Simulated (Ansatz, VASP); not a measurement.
## Sb, level by level in two programs

```
Sb
1.0
     2.18255    1.26009    3.80745
    -2.18255    1.26009    3.80745
     0.00000   -2.52019    3.80745
Sb
2
Cartesian
  0.0000 0.0000 8.7554
  0.0000 0.0000 2.6670
```

Single points on this cell with VASP 6.6.1 and Ansatz 0.2.0. Each row is one pair of runs. Alike in all rows: spin: off; k mesh: 8 × 8 × 8; smearing: fermi-dirac, width 0.05 eV.

| level | VASP's potentials, cutoff | Ansatz's potentials, cutoff | gap on the k mesh at the Fermi level (eV), VASP | gap on the k mesh at the Fermi level (eV), Ansatz | pressure (GPa), VASP | pressure (GPa), Ansatz | rms of the force components (eV/Å), VASP | rms of the force components (eV/Å), Ansatz |
| --- | --- | --- | --- | --- | --- | --- | --- | --- |
| LDA | VASP PAW LDA potentials, release 64 (Sb), 520 eV | Ansatz PAW, 420 eV | none | none | -3.0 | -3.2 | 0.069 | 0.101 |
| RPBE+D4 | VASP PAW PBE potentials, release 64 (Sb), 520 eV | Ansatz PAW, 420 eV | none | none | -3.2 | -3.2 | 0.031 | 0.013 |
| PBE exchange alone | VASP PAW PBE potentials, release 64 (Sb), 520 eV | Ansatz PAW, 420 eV | none | none | 9.7 | 9.5 | 0.090 | 0.060 |
| r2SCAN | VASP PAW PBE potentials, release 64 (Sb), 520 eV | Ansatz PAW, 500 eV | none | none | -0.5 | -0.6 | 0.095 | 0.120 |
| PBE exchange alone | VASP PAW PBE potentials, release 64 (Sb_d_GW), 500 eV | Ansatz PAW, 420 eV | none | none | 9.5 | 9.5 | 0.059 | 0.060 |
| LDA | VASP PAW LDA potentials, release 64 (Sb_d_GW), 500 eV | Ansatz PAW, 420 eV | none | none | -3.1 | -3.2 | 0.096 | 0.101 |

Pressure (GPa): the two programs differ by at most 0.2; rms of the force components (eV/Å): the two programs differ by at most 0.0325.

VASP's potentials hold 10 valence electrons a cell and Ansatz's 30 in some rows, so a difference there can come from the potentials and not from the codes.

A gap of «none» marks a metal or a gap that the smearing closes.

Spin-orbit coupling is off throughout.
